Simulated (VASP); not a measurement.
Wanted: the native input for a VASP 6.6.1 run.

* Task: single point
* Functional: LDA
* Potentials or basis: VASP PAW LDA potentials, release 64 (Li_sv)
* Cutoff: 520 eV
* k mesh: 15 × 15 × 8
* Occupations: fermi-dirac, width 0.08 eV
* Spin: no spin polarisation
* Dipole correction: no
* Further INCAR settings: ALGO = Normal; EDIFF = 1e-07; NBANDS = 10

The structure of Li lies in POSCAR:

```
Li
1.0
    3.1110021516      0.0000000000      0.0000000000
   -1.5555010758      2.6942068945      0.0000000000
    0.0000000000      0.0000000000      5.0930000000
Li
2
Direct
    0.3333333333      0.6666666667      0.2500000000
    0.6666666667      0.3333333333      0.7500000000
```

The input as run:

INCAR

```
SYSTEM = Li
PREC     = Accurate       ! precision mode
ENCUT    = 520            ! plane-wave cutoff, eV
EDIFF    = 1E-7           ! SCF threshold, eV
ISMEAR   = -1             ! smearing method
SIGMA    = 0.08           ! smearing width, eV
LREAL    = .False.        ! projectors in reciprocal space
LASPH    = .True.         ! aspherical terms in the spheres
NELM     = 100            ! most SCF steps
ALGO     = Normal         ! electronic algorithm
ISIF     = 2              ! what is computed and relaxed
LWAVE    = .False.        ! write WAVECAR
LCHARG   = .False.        ! write CHGCAR
GGA      = CA             ! functional
NBANDS   = 10             ! bands
```

KPOINTS

```
Automatic mesh
0
Gamma
  15 15 8
  0 0 0
```

Potentials or basis: VASP PAW LDA potentials, release 64 (Li_sv).

Command:

```console
$ cat potpaw_LDA.64/Li_sv/POTCAR > POTCAR
$ mpirun -np 1 vasp_std > vasp.out
```

It gave:

- Band gap on the k mesh: zero (band 3 reaches 2.54 eV, above the bottom of band 4 at -1.90 eV)

Run time: 12 s on 1 thread of Intel(R) Xeon(R) 6975P-C (Granite Rapids), on a shared host, peak memory 0.16 GiB.
